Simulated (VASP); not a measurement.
Write the native input for VASP 6.6.1 that does the following.

```yaml
Task: single point
Functional: r2SCAN
Potentials_or_basis: VASP PAW PBE potentials, release 64 (Rh_pv)
Cutoff: 520 eV
k_mesh: 22 × 22 × 22
Occupations: gaussian, width 0.15 eV
Spin: no spin polarisation
Dipole_correction: no
Further_INCAR_settings: ALGO = Normal; EDIFF = 1e-06; NBANDS = 14
```

Rh:

```
Rh
1.0
     0.00000    1.95860    1.90155
     1.95860    0.00000    1.90155
     1.95860    1.95860    0.00000
Rh
1
Direct
  0.00000 0.00000 0.00000
```

This cell differs from its parent crystal: strain +0.030 along x and y, +0.000 along z.

One way to write it, as run:

POSCAR

```
Rh
1.0
    0.0000000000      1.9585965000      1.9015500000
    1.9585965000      0.0000000000      1.9015500000
    1.9585965000      1.9585965000      0.0000000000
Rh
1
Direct
    0.0000000000      0.0000000000      0.0000000000
```

INCAR.step1

```
SYSTEM = Rh
PREC = Accurate ; ENCUT = 520
ISMEAR = 0 ; SIGMA = 0.15
LREAL = .False. ; LASPH = .True.
NELM = 60 ; NBANDS = 14
GGA = PE ; ALGO = Normal
EDIFF = 1E-4 ; LWAVE = .True.
LCHARG = .False.
```

INCAR.step2

```
SYSTEM = Rh
PREC = Accurate ; ENCUT = 520
EDIFF = 1E-6 ; ISMEAR = 0
SIGMA = 0.15 ; LREAL = .False.
LASPH = .True. ; NELM = 60
ALGO = Normal ; ISIF = 2
LWAVE = .False. ; LCHARG = .False.
METAGGA = R2SCAN ; LMIXTAU = .True.
NBANDS = 14 ; ISTART = 1
```

KPOINTS

```
Automatic mesh
0
Gamma
  22 22 22
  0 0 0
```

Potentials or basis: VASP PAW PBE potentials, release 64 (Rh_pv).

Run with:

```console
$ cat potpaw_PBE.64/Rh_pv/POTCAR > POTCAR
$ cp INCAR.step1 INCAR
$ mpirun -np 1 vasp_std > vasp.out
$ cp INCAR.step2 INCAR
$ mpirun -np 1 vasp_std > vasp.out
```

It gave:

```json
{
  "Pressure": "-13.7 GPa"
}
```

Caveat: the cell differs from its parent crystal (strain +0.030 along x and y, +0.000 along z); the PAW data sets were made with another functional, which shifts forces and pressure a little.

It took 6.8 min on 1 thread of Intel(R) Xeon(R) Platinum 8259CL CPU @ 2.50GHz (Skylake/Cascade Lake) (shared host), peak memory 0.26 GiB.
